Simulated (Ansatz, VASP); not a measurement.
# N in VASP and in Ansatz

INCAR

```
PREC = Accurate ; ENCUT = 520
EDIFF = 1E-6 ; ISMEAR = -1
SIGMA = 0.08 ; LREAL = False
LASPH = True ; NELM = 100
ALGO = Normal ; ISIF = 2
LWAVE = False ; LCHARG = False
GGA = PE ; NBANDS = 12
```

Contents of KPOINTS:

```
Automatic mesh
0
Gamma
  6 6 6
```

POSCAR

```
N
1.0
    0.0000000000      2.0920680405      2.0920680405
    2.0920680405      0.0000000000      2.0920680405
    2.0920680405      2.0920680405      0.0000000000
N
2
Direct
    0.0000000000      0.0000000000      0.0000000000
    0.2500000000      0.2500000000      0.2500000000
```

Input for Ansatz:

```yaml
crystal:
  lattice:
    - [0.0, 2.0920680405, 2.0920680405]
    - [2.0920680405, 0.0, 2.0920680405]
    - [2.0920680405, 2.0920680405, 0.0]
  atoms:
    - { symbol: "N", position: [0.0, 0.0, 0.0] }
    - { symbol: "N", position: [0.25, 0.25, 0.25] }
kpoints:
  mp_grid: { grid: [6, 6, 6] }
scf:
  occupations: { method: fermi_dirac, width: 0.08 }
hamiltonian:
  xc: pbe
  pseudopotentials: { kind: all_electron, lapw: { basis_error: 0.00025 } }
output:
  forces: true
  stress: true
  eigenvalues: true
```

Alike in both runs: task single point; functional PBE; k mesh 6 × 6 × 6; occupations fermi-dirac, width 0.08 eV; no spin polarisation.

|  | VASP | Ansatz |
| --- | --- | --- |
| version | VASP 6.6.1 | Ansatz 0.2.0 |
| potentials or method | VASP PAW PBE potentials, release 64 (N), cutoff 520 eV | all-electron LAPW, scalar-relativistic |

|  | VASP | Ansatz | Ansatz less VASP |
| --- | --- | --- | --- |
| pressure (GPa) | 1.1 | 1.1 | -0.05 |

Ansatz ran all-electron here, and VASP with PAW potentials.

The k mesh is coarse, so the values compare programs but aren't converged.
